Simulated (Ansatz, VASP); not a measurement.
# Two plane-wave programs on LiMg6

```
Li Mg
1.0
     7.06783    0.00000    0.00000
     0.00000    7.06783    0.00000
     0.00000    0.00000    7.06783
Li Mg
1 6
Cartesian
  0.0000 0.0000 0.0000
  3.5339 3.5339 1.3860
  3.5339 3.5339 5.6818
  1.3860 3.5339 3.5339
  5.6818 3.5339 3.5339
  3.5339 1.3860 3.5339
  3.5339 5.6818 3.5339
```

Change from the starting cell: species swapped into the ErB6 type (Pm-3m, No. 221).

Alike in both runs: functional PBE; k mesh 4 × 4 × 4; occupations gaussian, width 0.1 eV; no spin polarisation.

Ansatz relaxed the structure, and its values are those at the end. VASP's run is a single point on that final structure, the one shown.

|  | VASP | Ansatz |
| --- | --- | --- |
| version | VASP 6.6.1 | Ansatz 0.2.0 |
| potentials or method | VASP PAW PBE potentials, release 64 (Li_sv, Mg), cutoff 520 eV | scalar-relativistic, plane waves, PAW |
| valence electrons in the cell | 15 | 63 |

```csv
,VASP,Ansatz,Ansatz less VASP
gap on the k mesh at the Fermi level (eV),none,none,-
rms of the force components (eV/Å),0.005,0.003,-0.0023
```

A gap of «none» marks a metal or a gap that the smearing closes. The functional is the same, so the differences come from potentials, cutoffs and numerics. VASP's potentials hold 15 valence electrons a cell and Ansatz's 63, so a difference there can come from the potentials and not from the codes.

Noted on VASP's run: the cutoff is short for stress, so the pressure is rough.
